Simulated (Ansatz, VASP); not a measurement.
**ZnS in VASP and in Ansatz**

```
Zn S
1.0
     3.89572    0.00000    0.00000
    -1.94786    3.37379    0.00000
     0.00000    0.00000    6.37915
Zn S
2 2
Direct
  0.33333 0.66667 0.00504
  0.66667 0.33333 0.50504
  0.33333 0.66667 0.37996
  0.66667 0.33333 0.87996
```

Alike in both runs: functional RPBE; k mesh 6 × 6 × 4; no spin polarisation.

Ansatz relaxed the structure, and its values are those at the end. VASP's run is a single point on that final structure, the one shown.

```csv
,VASP,Ansatz
version,VASP 6.6.1,Ansatz 0.2.0
potentials or method,"VASP PAW PBE potentials, release 64 (Zn, S)","plane waves, PAW"
plane-wave cutoff (eV),520,420
occupations,"gaussian, width 0.01 eV",fixed
valence electrons in the cell,36,36
```

|  | VASP | Ansatz | Ansatz less VASP |
| --- | --- | --- | --- |
| pressure (GPa) | 0.1 | 0.0 | -0.10 |

VASP's potentials were made for PBE, not for RPBE.
